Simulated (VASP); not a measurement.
# SnTe (I4mm) in VASP: notebook

SnTe is run at these levels: LDA; tasks: single point.

Everything below comes from runs of VASP 6.6.1. Logs are shortened: lines on timing, memory, paths and dates and some standing lists are left out, and cuts for length are marked.

## (1) The cell of the first run

Symmetry: I4mm, No. 107, tetragonal system. Conventional cell: a = 4.410 Å, b = 4.410 Å, c = 6.237 Å, α = 90.00°, β = 90.00°, γ = 90.00°. Within 3.7 Å of Sn (site symmetry 4mm) lie 6 Te at 2.79 to 3.45 Å. Te (site symmetry 4mm) has 6 Sn at 2.79 to 3.45 Å within 3.7 Å.

## (2) Single point, LDA (atoms displaced along a vibrational mode)

Input file INCAR:

```
SYSTEM = SnTe
  ALGO = Normal
  EDIFF = 1E-7
  ENCUT = 520
  ISIF = 2
  ISMEAR = 0
  LASPH = .TRUE.
  LCHARG = .TRUE.
  LELF = .TRUE.
  LREAL = .FALSE.
  LVHAR = .TRUE.
  LWAVE = .FALSE.
  NBANDS = 17
  NELM = 80
  PREC = Accurate
  SIGMA = 0.03
```

Input file KPOINTS:

```
k-points
0
G
  10 10 10
  0 0 0
```

Input file POSCAR:

```
SnTe
1.0
    0.0000000000      3.1185587808      3.1185587808
    3.1185587808      0.0000000000      3.1185587808
    3.1185587808      3.1185587808      0.0000000000
Sn Te
1 1
Direct
    0.0272561802     -0.0272561802     -0.0272561802
    0.4746427810      0.5253572190      0.5253572190
```

Potentials or basis: VASP PAW LDA potentials, release 64 (Sn_d, Te).

On the command line:

```
$ cat potpaw_LDA.64/Sn_d/POTCAR potpaw_LDA.64/Te/POTCAR > POTCAR
$ mpirun -np 1 vasp_std > vasp.out
```

OUTCAR:

```text
SYSTEM = SnTe
   EDIFF = 1E-7
   ENCUT = 520
   ISIF = 2
   ISMEAR = 0
   LASPH = .TRUE.
   LREAL = .FALSE.
   NELM = 80
   PREC = Accurate

 ion  position               nearest neighbor table
   1  0.027  0.973  0.973-   2 2.79   2 3.14   2 3.14   2 3.14   2 3.14   2 3.45
   2  0.475  0.525  0.525-   1 2.79   1 3.14   1 3.14   1 3.14   1 3.14   1 3.45

  LATTYP: Found a face centered cubic cell.
 ALAT       =     6.2371175616

  Lattice vectors:

 A1 = (   0.0000000000,   3.1185587808,   3.1185587808)
 A2 = (   3.1185587808,   0.0000000000,   3.1185587808)
 A3 = (   3.1185587808,   3.1185587808,   0.0000000000)

Analysis of symmetry for initial positions (statically):
=====================================================================
 Subroutine PRICEL returns:
 Original cell was already a primitive cell.

 Routine SETGRP: Setting up the symmetry group for a
 face centered cubic supercell.

 Subroutine GETGRP returns: Found  8 space group operations
 (whereof  8 operations were pure point group operations)
 out of a pool of 48 trial point group operations.

The static configuration has the point symmetry C_4v.

Analysis of symmetry for dynamics (positions and initial velocities):
=====================================================================
 Subroutine PRICEL returns:
 Original cell was already a primitive cell.

 Routine SETGRP: Setting up the symmetry group for a
 face centered cubic supercell.

 Subroutine GETGRP returns: Found  8 space group operations
 (whereof  8 operations were pure point group operations)
 out of a pool of 48 trial point group operations.

The dynamic configuration has the point symmetry C_4v.

 Subroutine INISYM returns: Found  8 space group operations
 (whereof  8 operations are pure point group operations),
 and found     1 'primitive' translations

----------------------------------------------------------------------------------------

                                     Primitive cell

  volume of cell :      60.6585

  direct lattice vectors                    reciprocal lattice vectors
     0.000000000  3.118558781  3.118558781    -0.160330472  0.160330472  0.160330472
     3.118558781  0.000000000  3.118558781     0.160330472 -0.160330472  0.160330472
     3.118558781  3.118558781  0.000000000     0.160330472  0.160330472 -0.160330472

  length of vectors
     4.410308123  4.410308123  4.410308123     0.277700523  0.277700523  0.277700523

  position of ions in fractional coordinates (direct lattice)
     0.027256180  0.972743820  0.972743820
     0.474642781  0.525357219  0.525357219

  ion indices of the primitive-cell ions
   primitive index   ion index
                 1           1
                 2           2

----------------------------------------------------------------------------------------

 KPOINTS: k-points

Automatic generation of k-mesh.
 Grid dimensions read from file:
 generate k-points for:   10   10   10

 Generating k-lattice:

  Cartesian coordinates                     Fractional coordinates (reciprocal lattice)
    -0.016033047  0.016033047  0.016033047     0.100000000  0.000000000  0.000000000
     0.016033047 -0.016033047  0.016033047     0.000000000  0.100000000  0.000000000
     0.016033047  0.016033047 -0.016033047     0.000000000  0.000000000  0.100000000

  Length of vectors
     0.027770052  0.027770052  0.027770052

  Shift w.r.t. Gamma in fractional coordinates (k-lattice)
     0.000000000  0.000000000  0.000000000

 Subroutine IBZKPT returns following result:
 ===========================================

 Found    102 irreducible k-points:

 Following reciprocal coordinates:
            Coordinates               Weight
  0.000000  0.000000  0.000000      1.000000
  0.100000  0.000000  0.000000      8.000000
  0.200000  0.000000  0.000000      8.000000
  0.300000  0.000000  0.000000      8.000000
  0.400000  0.000000  0.000000      8.000000
  0.500000  0.000000  0.000000      4.000000
[... 16 lines left out ...]
 -0.100000  0.100000  0.000000      8.000000
  0.000000 -0.100000  0.100000      4.000000
 [... further k-points ...]
   k-points           NKPTS =    102   k-points in BZ     NKDIM =    102   number of bands    NBANDS=     17
   number of dos      NEDOS =    301   number of ions     NIONS =      2
   total plane-waves  NPLWV =  46656
   dimension x,y,z NGX =    36 NGY =   36 NGZ =   36
   dimension x,y,z NGXF=    72 NGYF=   72 NGZF=   72
   ions per type =               1   1
   NGX,Y,Z   is equivalent  to a cutoff of  13.57, 13.57, 13.57 a.u.
   NGXF,Y,Z  is equivalent  to a cutoff of  27.14, 27.14, 27.14 a.u.
 SYSTEM =  SnTe
   PREC   = accura    normal or accurate (medium, high low for compatibility)
   ISTART =      0    job   : 0-new  1-cont  2-samecut
   ICHARG =      2    charge: 1-file 2-atom 10-const
   ISPIN  =      1    spin polarized calculation?
   LNONCOLLINEAR =      F non collinear calculations
   LSORBIT =      F    spin-orbit coupling
   LASPH  =      T    aspherical Exc in radial PAW
   ENCUT  =  520.0 eV  38.22 Ry    6.18 a.u.   8.20  8.20  8.20*2*pi/ulx,y,z
   NELM   =     80;   NELMIN=  2; NELMDL= -5     # of ELM steps
   EDIFF  = 0.1E-06   stopping-criterion for ELM
   LREAL  =      F    real-space projection
   EDIFFG = 0.1E-05   stopping-criterion for IOM
   NSW    =      0    number of steps for IOM
   IBRION =     -1    ionic relax: 0-MD 1-quasi-New 2-CG
   NFREE  =      0    steps in history (QN), initial steepest desc. (CG)
   ISIF   =      2    stress and relaxation
   ISYM   =      2    0-nonsym 1-usesym 2-fastsym
   POTIM  = 0.5000    time-step for ionic-motion
   TEBEG  =    0.0;   TEEND  =   0.0 temperature during run
   PSTRESS=    0.0 pullay stress
   NELECT =      20.0000    total number of electrons
   NUPDOWN=      -1.0000    fix difference up-down
   EMIN   =  10.00;   EMAX   =-10.00  energy-range for DOS
   EFERMI =   0.00;   METHOD = LEGACY
   ISMEAR =     0;   SIGMA  =   0.03  broadening in eV -4-tet -1-fermi 0-gaus
   EFERMI_NEDOS =   21; number of points for ismear=-14 and -15
   IALGO  =     38    algorithm
   IMIX   =      4    mixing-type and parameters
     AMIX     =   0.40;   BMIX     =  1.00
     AMIX_MAG =   1.60;   BMIX_MAG =  1.00
  volume/ion in A,a.u.               =      30.33       204.67
  Fermi-wavevector in a.u.,A,eV,Ry     =   1.130978  2.137239 17.403371  1.279112
  Thomas-Fermi vector in A             =   2.267676
   LORBIT       =      0    0 simple, 1 ext, 2 COOP (PROOUT), +10 PAW based schemes
   GGA     = CA    functional components
   LHFCALC =     F    Hartree Fock is set to
   AEXX    =    0.0000 exact exchange contribution
   IVDW    =     0    specifies the selected vdW correction
   LEPSILON=     F    determine dielectric tensor
   LRPA    =     F    only Hartree local field effects (RPA)
 non-spin polarized calculation
 Gauss-broadening in eV      SIGMA  =   0.03
  energy-cutoff  :      520.00
  volume of cell :       60.66
 maximum number of plane-waves:      1660
 NGX is ok and might be reduce to    36
   NGX = 17   NGY = 17   NGZ = 17

 number of electron      19.9999997 magnetization

 Free energy of the ion-electron system (eV)
  ---------------------------------------------------
  ext. energy  EPLUGINS =         0.00000000
  ---------------------------------------------------
  free energy    TOTEN  =        -8.76285763 eV

  energy without entropy =       -8.76285763  energy(sigma->0) =       -8.76285763

 E-fermi :   7.0593     XC(G=0):  -9.8567

 val. band max:        6.9169777958   @ k =   0.0000  -0.2000   0.2000
 cond. band min:       7.5234534457   @ k =   0.5000   0.0000   0.0000
 fundamental gap:      0.6064756499
 Fermi energy:         7.0593015417

 k-point     1 :       0.0000    0.0000    0.0000
  band No.  band energies     occupation
      1     -14.6165      2.00000
      2     -14.6146      2.00000
      3     -14.6048      2.00000
      4     -14.5942      2.00000
      5     -14.5942      2.00000
      6      -6.0385      2.00000
[... 9 lines left out ...]
     16      12.4342      0.00000
     17      13.7331      0.00000

 k-point     2 :       0.1000    0.0000    0.0000
  band No.  band energies     occupation
      1     -14.6172      2.00000
      2     -14.6150      2.00000
      3     -14.6044      2.00000
      4     -14.5938      2.00000
      5     -14.5935      2.00000
      6      -5.9511      2.00000
[... 9 lines left out ...]
     16      12.3717      0.00000
     17      14.4820      0.00000

 k-point     3 :       0.2000    0.0000    0.0000
  band No.  band energies     occupation
      1     -14.6190      2.00000
      2     -14.6162      2.00000
      3     -14.6031      2.00000
      4     -14.5928      2.00000
      5     -14.5916      2.00000
      6      -5.6984      2.00000
[... 9 lines left out ...]
     16      12.7160      0.00000
     17      16.0097      0.00000

 k-point     4 :       0.3000    0.0000    0.0000
  band No.  band energies     occupation
      1     -14.6214      2.00000
      2     -14.6179      2.00000
      3     -14.6016      2.00000
      4     -14.5912      2.00000
      5     -14.5891      2.00000
      6      -5.3184      2.00000
[... 9 lines left out ...]
     16      13.5709      0.00000
     17      17.8684      0.00000
[... 343 lines left out ...]
      1     -14.6193      2.00000
      2     -14.6179      2.00000
      3     -14.6007      2.00000
      4     -14.5929      2.00000
      5     -14.5909      2.00000
      6      -5.5157      2.00000
[... 9 lines left out ...]
     16      14.0641      0.00000
     17      15.5362      0.00000

 k-point    23 :      -0.1000    0.1000    0.0000
  band No.  band energies     occupation
      1     -14.6188      2.00000
      2     -14.6151      2.00000
      3     -14.6041      2.00000
      4     -14.5934      2.00000
      5     -14.5919      2.00000
      6      -5.8073      2.00000
[... 9 lines left out ...]
     16      12.8971      0.00000
     17      14.6136      0.00000

 k-point    24 :       0.0000   -0.1000    0.1000
  band No.  band energies     occupation
      1     -14.6174      2.00000
      2     -14.6164      2.00000
      3     -14.6026      2.00000
      4     -14.5939      2.00000
      5     -14.5928      2.00000
      6      -5.8108      2.00000
[... 9 lines left out ...]
     16      12.9919      0.00000
     17      14.6488      0.00000

 [... further k-points ...]

------------------------ aborting loop because EDIFF is reached ----------------------------------------

  FORCE on cell =-STRESS in cart. coord.  units (eV):
  Direction    XX          YY          ZZ          XY          YZ          ZX
  --------------------------------------------------------------------------------------
  -------------------------------------------------------------------------------------
  Total        1.7353006      0.0970096      0.0970096      0.0000000      0.0000000      0.0000000
  in kB       45.8346069      2.5623212      2.5623212      0.0000000      0.0000000      0.0000000
  external PRESSURE =      16.9864165 kB  Pullay stress =       0.0000000 kB

 VOLUME and BASIS-vectors are now :
 -----------------------------------------------------------------------------
  energy-cutoff  :      520.00
  volume of cell :       60.66
      direct lattice vectors                 reciprocal lattice vectors
     0.000000000  3.118558781  3.118558781    -0.160330472  0.160330472  0.160330472
     3.118558781  0.000000000  3.118558781     0.160330472 -0.160330472  0.160330472
     3.118558781  3.118558781  0.000000000     0.160330472  0.160330472 -0.160330472

 POSITION                                       TOTAL-FORCE (eV/Angst)
 -----------------------------------------------------------------------------------
      6.06712      3.11856      3.11856         0.721948      0.000000      0.000000
      3.27671      3.11856      3.11856        -0.721948      0.000000      0.000000
 -----------------------------------------------------------------------------------
    total drift:                               -0.000184      0.000000      0.000000

  FREE ENERGIE OF THE ION-ELECTRON SYSTEM (eV)
  ---------------------------------------------------
  free  energy   TOTEN  =        -8.7628576265 eV

  energy  without entropy=       -8.7628576265  energy(sigma->0) =       -8.76285763
```

Run time: 3 min. Hardware: 1 thread of Intel Xeon 8259CL, shared host; peak memory 0.25 GiB.

What came out:

* Free energy: -8.7629 eV
* Pressure: 1.7 GPa
* Largest force: 0.722 eV/Å
* Band gap on the k mesh: 0.61 eV (least direct gap 0.75 eV)

Forces on the atoms (eV/Å):
```
Sn   0.722  0.000  0.000
Te  -0.722  0.000  0.000
```

Stress tensor (GPa, compression positive):
```
4.58 0.00 0.00
0.00 0.26 0.00
0.00 0.00 0.26
```

Levels at points of the mesh, in eV from the valence-band top:
```tsv
k point	band 7	band 8	band 9	band 10	band 11	band 12	band 13	band 14
(0.00, 0.00, 0.00)	-4.37	-2.23	-1.90	-1.90	2.92	2.92	3.82	4.98
(0.50, 0.00, 0.00)	-8.27	-2.08	-1.72	-0.22	0.61	0.73	1.12	7.69
(0.50, 0.50, 0.00)	-6.37	-5.58	-3.61	-3.56	1.75	5.57	5.66	6.70
(0.00, 0.50, 0.50)	-7.22	-4.71	-3.69	-3.69	2.27	5.28	5.28	7.04
```

Caveat: the cell differs from its parent crystal (atoms displaced along a vibrational mode); semilocal functionals underestimate gaps, and a narrow one can read as zero; spin-orbit coupling is left out, which moves the levels of the heavy elements.

## (3) Single point, LDA (atoms displaced along a vibrational mode)

Input file INCAR:

```
  PREC = Accurate
  ENCUT = 520
  EDIFF = 1E-7
  ISMEAR = 0
  SIGMA = 0.03
  LREAL = False
  LASPH = True
  NELM = 80
  ALGO = Normal
  ISIF = 2
  LWAVE = False
  LCHARG = False
  NBANDS = 17
```

Input file KPOINTS:

```
Automatic mesh
0
Gamma
  10 10 10
```

Input file POSCAR:

```
SnTe
1.0
    0.0000000000      3.1185587808      3.1185587808
    3.1185587808      0.0000000000      3.1185587808
    3.1185587808      3.1185587808      0.0000000000
Sn Te
1 1
Direct
    0.0181654424     -0.0181654424     -0.0181654424
    0.4831001593      0.5168998407      0.5168998407
```

Potentials or basis: VASP PAW LDA potentials, release 64 (Sn_d, Te).

On the command line:

```
$ cat potpaw_LDA.64/Sn_d/POTCAR potpaw_LDA.64/Te/POTCAR > POTCAR
$ mpirun -np 1 vasp_std > vasp.out
```

Run time: 3.3 min. Hardware: 1 thread of Intel Xeon 8259CL, shared host; peak memory 0.25 GiB.

The run converged. Its results:

```yaml
Free_energy: -8.8147 eV
Pressure: 0.7 GPa
Largest_force: 0.269 eV/Å
Band_gap_on_the_k_mesh: 0.61 eV (least direct gap 0.62 eV)
```

Forces on the atoms (eV/Å):
```
Sn   0.269  0.000  0.000
Te  -0.269  0.000  0.000
```

Stress tensor (GPa, compression positive):
```
1.84 0.00 0.00
0.00 0.16 0.00
0.00 0.00 0.16
```

Levels at points of the mesh, in eV from the valence-band top:
```csv
k point,band 7,band 8,band 9,band 10,band 11,band 12,band 13,band 14
"(0.00, 0.00, 0.00)",-4.36,-2.05,-1.89,-1.89,3.29,3.29,3.74,5.02
"(0.50, 0.00, 0.00)",-8.24,-1.80,-1.61,-0.01,0.61,0.62,0.87,7.92
"(0.50, 0.50, 0.00)",-6.30,-5.52,-3.59,-3.56,2.08,5.43,5.49,6.78
"(0.00, 0.50, 0.50)",-6.80,-5.02,-3.61,-3.61,2.33,5.31,5.31,6.94
```

Caveat: the cell differs from its parent crystal (atoms displaced along a vibrational mode); semilocal functionals underestimate gaps, and a narrow one can read as zero; spin-orbit coupling is left out, which moves the levels of the heavy elements. A k mesh can miss the band edges.
